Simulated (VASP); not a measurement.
Set up this calculation in VASP 6.6.1, as the native input.

* Task: electric field gradients
* Functional: PBE
* Potentials or basis: VASP PAW PBE potentials, release 64 (Rh_pv)
* Cutoff: 520 eV
* k mesh: 16 × 16 × 16
* Occupations: fermi-dirac, width 0.08 eV
* Spin: no spin polarisation
* Dipole correction: no
* Further INCAR settings: ALGO = Normal; EDIFF = 1e-08; NBANDS = 14

The structure of Rh lies in POSCAR:

```
Rh
1.0
    0.0000000000      1.8635190000      1.9015500000
    1.8635190000      0.0000000000      1.9015500000
    1.8635190000      1.8635190000      0.0000000000
Rh
1
Direct
    0.0000000000      0.0000000000      0.0000000000
```

This cell differs from its parent crystal: equal xx and yy strain of -2 %.

One way to write it, as run:

INCAR

```
SYSTEM = Rh
ALGO = Normal
EDIFF = 1E-8
ENCUT = 520
GGA = PE
ISIF = 2
ISMEAR = -1
LASPH = .TRUE.
LCHARG = .FALSE.
LEFG = .TRUE.
LREAL = .FALSE.
LWAVE = .FALSE.
NBANDS = 14
NELM = 60
PREC = Accurate
SIGMA = 0.08
```

KPOINTS

```
k-points
0
G
  16 16 16
  0 0 0
```

Potentials or basis: VASP PAW PBE potentials, release 64 (Rh_pv).

Run with:

```console
$ cat potpaw_PBE.64/Rh_pv/POTCAR > POTCAR
$ mpirun -np 1 vasp_std > vasp.out
```

It gave:

```
Pressure : 19.0 GPa
```

Caveat: the cell differs from its parent crystal (equal xx and yy strain of -2 %); without QUAD_EFG the Cq values of the log hold for a quadrupole moment of 1 mb, not for the nuclei.

Run time: 44 s on 1 thread of Intel Xeon 6975P-C, with other jobs on the host, peak memory 0.17 GiB.
